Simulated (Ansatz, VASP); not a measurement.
# One calculation of Al6N, two programs

INCAR

```
SYSTEM = Al6N
  PREC = Accurate
  ENCUT = 520
  EDIFF = 1E-6
  ISMEAR = 0
  SIGMA = 0.1
  LREAL = .False.
  LASPH = .True.
  NELM = 150
  ALGO = Normal
  ISIF = 2
  LWAVE = .False.
  LCHARG = .False.
  ISPIN = 2
  MAGMOM = 0 0 0 0 0 0 0 0 0 0 0 0 1 1
  LORBIT = 11
  GGA = PE
  NBANDS = 40
```

KPOINTS

```
regular mesh
0
Gamma
  6 6 1
  0 0 0
```

POSCAR

```
Al6N
1.0
    2.9481447355      0.0000000000      0.0000000000
   -1.4740723677      2.5531682350      0.0000000000
    0.0000000000      0.0000000000     28.6135758270
Al N
12 2
Direct
    0.6666666667      0.3333333333      0.6761311131
    0.0000000000      0.0000000000      0.7574089972
    0.3333333333      0.6666666667      0.8385815811
    0.3333333333      0.6666666667      0.5938175215
    0.3333333333      0.6666666667      0.0917440398
    0.6666666667      0.3333333333      0.1835713033
    0.0000000000      0.0000000000      0.0008384681
    0.0000000000      0.0000000000      0.2685823329
    0.6666666667      0.3333333333      0.9214746610
    0.6666666667      0.3333333333      0.4300137337
    0.0000000000      0.0000000000      0.5128238619
    0.3333333333      0.6666666667      0.3485255763
    0.0000000000      0.0000000000      0.0672108258
    0.3333333333      0.6666666667      0.1575759841
```

Input for Ansatz:

```yaml
crystal:
  lattice:
    - [2.9481447355, 0.0, 0.0]
    - [-1.4740723677, 2.553168235, 0.0]
    - [0.0, 0.0, 28.613575827]
  atoms:
    - { symbol: Al, position: [0.6666666667, 0.3333333333, 0.6761311131] }
    - { symbol: Al, position: [0.0, 0.0, 0.7574089972] }
    - { symbol: Al, position: [0.3333333333, 0.6666666667, 0.8385815811] }
    - { symbol: Al, position: [0.3333333333, 0.6666666667, 0.5938175215] }
    - { symbol: Al, position: [0.3333333333, 0.6666666667, 0.0917440398] }
    - { symbol: Al, position: [0.6666666667, 0.3333333333, 0.1835713033] }
    - { symbol: Al, position: [0.0, 0.0, 0.0008384681] }
    - { symbol: Al, position: [0.0, 0.0, 0.2685823329] }
    - { symbol: Al, position: [0.6666666667, 0.3333333333, 0.921474661] }
    - { symbol: Al, position: [0.6666666667, 0.3333333333, 0.4300137337] }
    - { symbol: Al, position: [0.0, 0.0, 0.5128238619] }
    - { symbol: Al, position: [0.3333333333, 0.6666666667, 0.3485255763] }
    - { symbol: "N", position: [0.0, 0.0, 0.0672108258], spin: 1.0 }
    - { symbol: "N", position: [0.3333333333, 0.6666666667, 0.1575759841], spin: 1.0 }
basis:
  ecutwfc: 420
kpoints:
  mp_grid: { grid: [6, 6, 1] }
hamiltonian:
  xc: pbe
scf:
  occupations: { method: gaussian, width: 0.1 }
  lower_state_search: "off"
output:
  forces: true
  stress: true
  eigenvalues: true
  populations: true
magnetization:
  spin_polarized: true
```

Alike in both runs: task single point; functional PBE; k mesh 6 × 6 × 1; occupations gaussian, width 0.1 eV; collinear spin.

```csv
,VASP,Ansatz
version,VASP 6.6.1,Ansatz 0.2.0
potentials or method,"VASP PAW PBE potentials, release 64 (Al, N), cutoff 520 eV","scalar-relativistic, plane waves, PAW"
valence electrons in the cell,46,46
```

```csv
,VASP,Ansatz,Ansatz less VASP
gap on the k mesh at the Fermi level (eV),none,none,-
pressure (GPa),0.2,0.3,+0.06
"traceless stress, the component that is largest in VASP (GPa)",0.29,0.32,+0.027
rms of the force components (eV/Å),0.023,0.023,-0.0009
net moment per atom (μB),0.00,0.00,0.000
```

Atom by atom the forces differ by 0.003 eV/Å (rms over components). A gap of «none» marks a metal or a gap that the smearing closes. Ansatz's warnings: seeded moment not kept.

The k mesh is coarse, so the values compare programs but aren't converged.
